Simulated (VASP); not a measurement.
# Hf (P6_3/mmc) in VASP: notebook

Hf is run at these levels: PBE; tasks: single point.

All numbers are computed with VASP 6.6.1; they aren't measurements. Logs are shortened: lines on timing, memory, paths and dates and some standing lists are left out, and cuts for length are marked.

### 1 The cell of the first run

The structure is hexagonal, space group P6_3/mmc (No. 194). Conventional cell: a = 3.083 Å, b = 3.083 Å, c = 4.870 Å, α = 90.00°, β = 90.00°, γ = 120.00°. Within 4.0 Å of Hf (site symmetry -6m2) lie 12 Hf at 3.02 to 3.08 Å.

### 2 Single point, PBE

INCAR reads:

```
ALGO = Normal
EDIFF = 1E-6
ENCUT = 520
GGA = PE
ISIF = 2
ISMEAR = 0
LASPH = True
LCHARG = True
LELF = True
LREAL = False
LVHAR = True
LWAVE = False
NBANDS = 17
NELM = 60
PREC = Accurate
SIGMA = 0.1
```

KPOINTS reads:

```
k-points
0
Gamma
  6 6 4
```

POSCAR reads:

```
Hf
1.0
    3.0831559455      0.0000000000      0.0000000000
   -1.5415779727      2.6700913727      0.0000000000
    0.0000000000      0.0000000000      4.8704522816
Hf
2
Direct
    0.3333333333      0.6666666667      0.2500000000
    0.6666666667      0.3333333333      0.7500000000
```

Potentials or basis: VASP PAW PBE potentials, release 64 (Hf_pv).

On the command line:

```bash
> cat potpaw_PBE.64/Hf_pv/POTCAR > POTCAR
> mpirun -np 1 vasp_std > vasp.out
```

OUTCAR:

```text
EDIFF = 1E-6
   ENCUT = 520
   GGA = PE
   ISIF = 2
   ISMEAR = 0
   LASPH = True
   LREAL = False
   NELM = 60
   PREC = Accurate

 ion  position               nearest neighbor table
   1  0.333  0.667  0.250-   2 3.02   2 3.02   2 3.02   2 3.02   2 3.02   2 3.02
   2  0.667  0.333  0.750-   1 3.02   1 3.02   1 3.02   1 3.02   1 3.02   1 3.02

  LATTYP: Found a hexagonal cell.
 ALAT       =     3.0831559455
 C/A-ratio  =     1.5796970272

  Lattice vectors:

 A1 = (   3.0831559455,   0.0000000000,   0.0000000000)
 A2 = (  -1.5415779727,   2.6700913727,   0.0000000000)
 A3 = (   0.0000000000,   0.0000000000,   4.8704522816)

Analysis of symmetry for initial positions (statically):
=====================================================================
 Subroutine PRICEL returns:
 Original cell was already a primitive cell.

 Routine SETGRP: Setting up the symmetry group for a
 hexagonal supercell.

 Subroutine GETGRP returns: Found 24 space group operations
 (whereof 12 operations were pure point group operations)
 out of a pool of 24 trial point group operations.

The static configuration has the point symmetry D_3d.
 The point group associated with its full space group is D_6h.

Analysis of symmetry for dynamics (positions and initial velocities):
=====================================================================
 Subroutine PRICEL returns:
 Original cell was already a primitive cell.

 Routine SETGRP: Setting up the symmetry group for a
 hexagonal supercell.

 Subroutine GETGRP returns: Found 24 space group operations
 (whereof 12 operations were pure point group operations)
 out of a pool of 24 trial point group operations.

The dynamic configuration has the point symmetry D_3d.
 The point group associated with its full space group is D_6h.

 Subroutine INISYM returns: Found 24 space group operations
 (whereof 12 operations are pure point group operations),
 and found     1 'primitive' translations

----------------------------------------------------------------------------------------

                                     Primitive cell

  volume of cell :      40.0951

  direct lattice vectors                    reciprocal lattice vectors
     3.083155946  0.000000000  0.000000000     0.324342984  0.187259509  0.000000000
    -1.541577973  2.670091373  0.000000000     0.000000000  0.374519018  0.000000000
     0.000000000  0.000000000  4.870452282     0.000000000  0.000000000  0.205319741

  length of vectors
     3.083155946  3.083155946  4.870452282     0.374519018  0.374519018  0.205319741

  position of ions in fractional coordinates (direct lattice)
     0.333333333  0.666666667  0.250000000
     0.666666667  0.333333333  0.750000000

  ion indices of the primitive-cell ions
   primitive index   ion index
                 1           1
                 2           2

----------------------------------------------------------------------------------------

 KPOINTS: k-points

Automatic generation of k-mesh.
 Grid dimensions read from file:
 generate k-points for:    6    6    4

 Generating k-lattice:

  Cartesian coordinates                     Fractional coordinates (reciprocal lattice)
     0.054057164  0.031209918  0.000000000     0.166666667 -0.000000000  0.000000000
     0.000000000  0.062419836  0.000000000     0.000000000  0.166666667  0.000000000
     0.000000000  0.000000000  0.051329935     0.000000000  0.000000000  0.250000000

  Length of vectors
     0.062419836  0.062419836  0.051329935

  Shift w.r.t. Gamma in fractional coordinates (k-lattice)
     0.000000000  0.000000000  0.000000000

 Subroutine IBZKPT returns following result:
 ===========================================

 Found     21 irreducible k-points:

 Following reciprocal coordinates:
            Coordinates               Weight
  0.000000  0.000000  0.000000      1.000000
  0.166667 -0.000000  0.000000      6.000000
  0.333333 -0.000000  0.000000      6.000000
  0.500000 -0.000000  0.000000      3.000000
  0.166667  0.166667  0.000000      6.000000
  0.333333  0.166667  0.000000     12.000000
[... 13 lines left out ...]
  0.333333  0.166667  0.500000     12.000000
  0.333333  0.333333  0.500000      2.000000
   k-points           NKPTS =     21   k-points in BZ     NKDIM =     21   number of bands    NBANDS=     17
   number of dos      NEDOS =    301   number of ions     NIONS =      2
   total plane-waves  NPLWV =  20736
   dimension x,y,z NGX =    24 NGY =   24 NGZ =   36
   dimension x,y,z NGXF=    48 NGYF=   48 NGZF=   72
   ions per type =               2
   NGX,Y,Z   is equivalent  to a cutoff of  12.94, 12.94, 12.29 a.u.
   NGXF,Y,Z  is equivalent  to a cutoff of  25.88, 25.88, 24.58 a.u.
 SYSTEM =  unknown system
   PREC   = accura    normal or accurate (medium, high low for compatibility)
   ISTART =      0    job   : 0-new  1-cont  2-samecut
   ICHARG =      2    charge: 1-file 2-atom 10-const
   ISPIN  =      1    spin polarized calculation?
   LNONCOLLINEAR =      F non collinear calculations
   LSORBIT =      F    spin-orbit coupling
   LASPH  =      T    aspherical Exc in radial PAW
   ENCUT  =  520.0 eV  38.22 Ry    6.18 a.u.   5.73  5.73  9.06*2*pi/ulx,y,z
   NELM   =     60;   NELMIN=  2; NELMDL= -5     # of ELM steps
   EDIFF  = 0.1E-05   stopping-criterion for ELM
   LREAL  =      F    real-space projection
[... 7 lines left out ...]
   TEBEG  =    0.0;   TEEND  =   0.0 temperature during run
   PSTRESS=    0.0 pullay stress
   NELECT =      20.0000    total number of electrons
   NUPDOWN=      -1.0000    fix difference up-down
   EMIN   =  10.00;   EMAX   =-10.00  energy-range for DOS
   EFERMI =   0.00;   METHOD = LEGACY
   ISMEAR =     0;   SIGMA  =   0.10  broadening in eV -4-tet -1-fermi 0-gaus
   EFERMI_NEDOS =   21; number of points for ismear=-14 and -15
   IALGO  =     38    algorithm
   IMIX   =      4    mixing-type and parameters
     AMIX     =   0.40;   BMIX     =  1.00
     AMIX_MAG =   1.60;   BMIX_MAG =  1.00
  volume/ion in A,a.u.               =      20.05       135.29
  Fermi-wavevector in a.u.,A,eV,Ry     =   1.298338  2.453504 22.935100  1.685682
  Thomas-Fermi vector in A             =   2.429673
   LORBIT       =      0    0 simple, 1 ext, 2 COOP (PROOUT), +10 PAW based schemes
   GGA     = PE    functional components
   LHFCALC =     F    Hartree Fock is set to
   AEXX    =    0.0000 exact exchange contribution
   IVDW    =     0    specifies the selected vdW correction
   LEPSILON=     F    determine dielectric tensor
   LRPA    =     F    only Hartree local field effects (RPA)
 non-spin polarized calculation
 Gauss-broadening in eV      SIGMA  =   0.10
  energy-cutoff  :      520.00
  volume of cell :       40.10
 maximum number of plane-waves:      1100
 NGX is ok and might be reduce to    24
   NGX = 11   NGY = 11   NGZ = 19

 number of electron      20.0000006 magnetization

 Free energy of the ion-electron system (eV)
  ---------------------------------------------------
  ext. energy  EPLUGINS =         0.00000000
  ---------------------------------------------------
  free energy    TOTEN  =       -19.62463408 eV

  energy without entropy =      -19.61396452  energy(sigma->0) =      -19.61929930

 E-fermi :   5.7966     XC(G=0): -11.7917

 val. band max:        5.7155974894   @ k =   0.1667  -0.0000   0.2500
 cond. band min:       5.8316228250   @ k =   0.0000   0.0000   0.5000
 fundamental gap:      0.1160253356
 Fermi energy:         5.7965972433

 k-point     1 :       0.0000    0.0000    0.0000
  band No.  band energies     occupation
      1     -25.3339      2.00000
      2     -24.2647      2.00000
      3     -24.2647      2.00000
      4     -24.0874      2.00000
      5     -24.0840      2.00000
      6     -24.0840      2.00000
[... 9 lines left out ...]
     16       8.5674      0.00000
     17      11.6463      0.00000

 k-point     2 :       0.1667   -0.0000    0.0000
  band No.  band energies     occupation
      1     -25.2346      2.00000
      2     -24.4734      2.00000
      3     -24.3325      2.00000
      4     -24.2998      2.00000
      5     -24.1348      2.00000
      6     -24.1118      2.00000
[... 9 lines left out ...]
     16       8.7066      0.00000
     17      12.2524      0.00000

 k-point     3 :       0.3333   -0.0000    0.0000
  band No.  band energies     occupation
      1     -24.9907      2.00000
      2     -24.8873      2.00000
      3     -24.6928      2.00000
      4     -24.4574      2.00000
      5     -24.2741      2.00000
      6     -24.1750      2.00000
[... 9 lines left out ...]
     16      10.9146      0.00000
     17      12.8784      0.00000

 k-point     4 :       0.5000   -0.0000    0.0000
  band No.  band energies     occupation
      1     -25.0901      2.00000
      2     -24.8746      2.00000
      3     -24.8070      2.00000
      4     -24.5165      2.00000
      5     -24.4050      2.00000
      6     -24.2087      2.00000
[... 9 lines left out ...]
     16      13.0469      0.00000
     17      13.5896      0.00000
[... 283 lines left out ...]
      1     -24.9339      2.00000
      2     -24.9339      2.00000
      3     -24.4155      2.00000
      4     -24.4155      2.00000
      5     -24.2863      2.00000
      6     -24.2863      2.00000
[... 9 lines left out ...]
     16      10.9557      0.00000
     17      11.9679      0.00000

 k-point    20 :       0.3333    0.1667    0.5000
  band No.  band energies     occupation
      1     -25.1014      2.00000
      2     -25.1014      2.00000
      3     -24.5505      2.00000
      4     -24.5505      2.00000
      5     -24.2968      2.00000
      6     -24.2968      2.00000
[... 9 lines left out ...]
     16      11.9639      0.00000
     17      13.4939      0.00000

 k-point    21 :       0.3333    0.3333    0.5000
  band No.  band energies     occupation
      1     -25.0425      2.00000
      2     -25.0425      2.00000
      3     -24.7400      2.00000
      4     -24.7400      2.00000
      5     -24.2766      2.00000
      6     -24.2766      2.00000
[... 9 lines left out ...]
     16      11.3699      0.00000
     17      15.4572      0.00000

------------------------ aborting loop because EDIFF is reached ----------------------------------------

  FORCE on cell =-STRESS in cart. coord.  units (eV):
  Direction    XX          YY          ZZ          XY          YZ          ZX
  --------------------------------------------------------------------------------------
  -------------------------------------------------------------------------------------
  Total        3.5289936      3.5289936      3.7519081      0.0000000      0.0000000      0.0000000
  in kB      141.0167010    141.0167010    149.9242454      0.0000000      0.0000000      0.0000000
  external PRESSURE =     143.9858825 kB  Pullay stress =       0.0000000 kB

 VOLUME and BASIS-vectors are now :
 -----------------------------------------------------------------------------
  energy-cutoff  :      520.00
  volume of cell :       40.10
      direct lattice vectors                 reciprocal lattice vectors
     3.083155946  0.000000000  0.000000000     0.324342984  0.187259509  0.000000000
    -1.541577973  2.670091373  0.000000000     0.000000000  0.374519018  0.000000000
     0.000000000  0.000000000  4.870452282     0.000000000  0.000000000  0.205319741

 POSITION                                       TOTAL-FORCE (eV/Angst)
 -----------------------------------------------------------------------------------
     -0.00000      1.78006      1.21761        -0.000000     -0.000000      0.000000
      1.54158      0.89003      3.65284         0.000000      0.000000      0.000000
 -----------------------------------------------------------------------------------
    total drift:                                0.000000     -0.000000      0.000000

  FREE ENERGIE OF THE ION-ELECTRON SYSTEM (eV)
  ---------------------------------------------------
  free  energy   TOTEN  =       -19.6246340828 eV

  energy  without entropy=      -19.6139645189  energy(sigma->0) =      -19.61929930
```

Wall time 8.3 s (1 thread of AMD EPYC 9R45 (Zen 5), shared host); peak memory 0.13 GiB.

Results:

```
Free energy            : -19.6246 eV
Pressure               : 14.4 GPa
Band gap on the k mesh : zero (band 10 reaches 6.91 eV, above the bottom of band 11 at 5.64 eV)
```

Caveat: the k points lie up to 0.39 Å⁻¹ apart; spin-orbit coupling is left out, which moves the levels of the heavy elements.

### 3 Single point, PBE

This run uses another cell than the first one, of 22.53 Å³/atom, 1.124 times its volume.

INCAR reads:

```
SYSTEM = Hf
  PREC = Accurate
  ENCUT = 520
  EDIFF = 1E-6
  ISMEAR = 0
  SIGMA = 0.1
  LREAL = .False.
  LASPH = .True.
  NELM = 60
  ALGO = Fast
  ISIF = 2
  LWAVE = .False.
  LCHARG = .False.
  GGA = PE
  NBANDS = 17
```

KPOINTS reads:

```
Automatic mesh
0
Gamma
  18 18 8
  0 0 0
```

POSCAR reads:

```
Hf
1.0
    3.2040898674      0.0000000000      0.0000000000
   -1.6020449337      2.7748232211      0.0000000000
    0.0000000000      0.0000000000      5.0684512649
Hf
2
Direct
    0.3333333333      0.6666666667      0.2500000000
    0.6666666667      0.3333333333      0.7500000000
```

Potentials or basis: VASP PAW PBE potentials, release 64 (Hf_pv).

On the command line:

```bash
> cat potpaw_PBE.64/Hf_pv/POTCAR > POTCAR
> mpirun -np 1 vasp_std > vasp.out
```

Wall time 64 s (1 thread of AMD EPYC 9R45 (Zen 5), shared host); peak memory 0.21 GiB.

The run converged. Its results:

```
Free energy            : -19.8540 eV
Pressure               : -0.3 GPa
Band gap on the k mesh : zero (band 10 reaches 6.05 eV, above the bottom of band 11 at 4.45 eV)
```

Stress tensor (GPa, compression positive):
```
-0.29  0.00  0.00
 0.00 -0.29  0.00
 0.00  0.00 -0.41
```

Levels at points of the mesh, in eV from the Fermi level:
```csv
k point,band 7,band 8,band 9,band 10,band 11,band 12,band 13,band 14
"(0.00, 0.00, 0.00)",-7.37,-3.70,0.61,1.17,1.17,1.44,1.98,1.98
"(0.50, 0.00, 0.00)",-3.35,-2.73,-2.22,-0.83,0.78,0.85,1.66,5.83
"(0.00, 0.00, 0.50)",-5.40,-5.40,0.14,0.14,1.06,1.06,1.06,1.06
"(0.50, 0.00, 0.50)",-3.39,-3.39,-0.98,-0.98,1.14,1.14,2.62,2.62
```

Caveat: spin-orbit coupling is left out, which moves the levels of the heavy elements.
